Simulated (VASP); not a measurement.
Write the native input for VASP 6.6.1 that does the following.

| Property | Result |
| --- | --- |
| Task | single point |
| Functional | PBEsol |
| Potentials or basis | VASP PAW PBE potentials, release 64 (C) |
| Cutoff | 520 eV |
| k mesh | 18 × 18 × 6 |
| Occupations | gaussian, width 0.15 eV |
| Spin | no spin polarisation |
| Dipole correction | no |
| Further INCAR settings | ALGO = Normal; EDIFF = 1e-06; NBANDS = 16 |

The structure of C lies in POSCAR:

```
C
1.0
    1.2581213773     -2.2781208991      0.0000000000
    1.2581213773      2.2781208991      0.0000000000
    0.0000000000      0.0000000000      7.3778182888
C
4
Direct
    0.0833216498      0.9166783502      0.7498439858
    0.5833216498      0.4166783502      0.2501560142
    0.9166783502      0.0833216498      0.2501560142
    0.4166783502      0.5833216498      0.7498439858
```

This cell differs from its parent crystal: normal strain along x +0.0233, normal strain along y +0.0700.

One way to write it, as run:

INCAR

```
SYSTEM = C
ALGO = Normal
EDIFF = 1E-6
ENCUT = 520
GGA = PS
ISIF = 2
ISMEAR = 0
LASPH = .True.
LCHARG = .False.
LREAL = .False.
LWAVE = .False.
NBANDS = 16
NELM = 60
PREC = Accurate
SIGMA = 0.15
```

KPOINTS

```
k-points
0
Gamma
  18 18 6
  0 0 0
```

Potentials or basis: VASP PAW PBE potentials, release 64 (C).

Run with:

```bash
$ cat potpaw_PBE.64/C/POTCAR > POTCAR
$ mpirun -np 1 vasp_std > vasp.out
```

It gave:

| Quantity | Value |
| --- | --- |
| Pressure | -27.6 GPa |
| Largest force | 0.039 eV/Å |

Caveat: the cell differs from its parent crystal (normal strain along x +0.0233, normal strain along y +0.0700); the stress differs along the axes, from -56 to 0 GPa; this functional lacks dispersion, which binds layers or chains, so the pressure and a relaxed spacing across them are unreliable; the PAW data sets were made with another functional, which shifts forces and pressure a little.

Wall time 4.4 min on 1 thread of Intel Xeon 8259CL (shared host), peak memory 0.29 GiB.
